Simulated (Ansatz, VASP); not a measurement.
**Two plane-wave programs on TiO2**

```
Ti O
1.0
     5.13800    0.00000    0.00000
     0.00000    9.17400    0.00000
     0.00000    0.00000    5.44900
Ti O
8 16
Direct
  0.13720 0.12890 0.90280
  0.63720 0.37110 0.09720
  0.86280 0.62890 0.59720
  0.36280 0.87110 0.40280
  0.86280 0.87110 0.09720
  0.36280 0.62890 0.90280
  0.13720 0.37110 0.40280
  0.63720 0.12890 0.59720
  0.81650 0.00950 0.85090
  0.31650 0.49050 0.14910
  0.18350 0.50950 0.64910
  0.68350 0.99050 0.35090
  0.18350 0.99050 0.14910
  0.68350 0.50950 0.85090
  0.81650 0.49050 0.35090
  0.31650 0.00950 0.64910
  0.46340 0.23140 0.88900
  0.96340 0.26860 0.11100
  0.53660 0.73140 0.61100
  0.03660 0.76860 0.38900
  0.53660 0.76860 0.11100
  0.03660 0.73140 0.88900
  0.46340 0.26860 0.38900
  0.96340 0.23140 0.61100
```

Alike in both runs: task electric field gradients; functional PBE; k mesh 5 × 3 × 5; occupations fermi-dirac, width 0.02 eV; no spin polarisation.

```csv
,VASP,Ansatz
version,VASP 6.6.1,Ansatz 0.2.0
potentials or method,"VASP PAW PBE potentials, release 64 (Ti_sv, O)","plane-wave PAW, scalar-relativistic"
plane-wave cutoff (eV),520,420
valence electrons in the cell,192,192
```

VASP gave:

- gap on the k mesh at the Fermi level (eV): 2.28
- pressure (GPa): 5.8
- traceless stress, the component that is largest in VASP (GPa): 0.14
- rms of the force components (eV/Å): 0.062
- size of Vzz on the site where it differs most (V/Å²): 18.2

Problem. Which values does Ansatz return?

Solution. gap on the k mesh at the Fermi level (eV): 2.31; pressure (GPa): 5.1; traceless stress, the component that is largest in VASP (GPa): 0.18; rms of the force components (eV/Å): 0.053; size of Vzz on the site where it differs most (V/Å²): 20.6.

Atom by atom the forces differ by 0.019 eV/Å (rms over components). With one functional, cell and mesh, what is left measures potentials, basis and numerics.
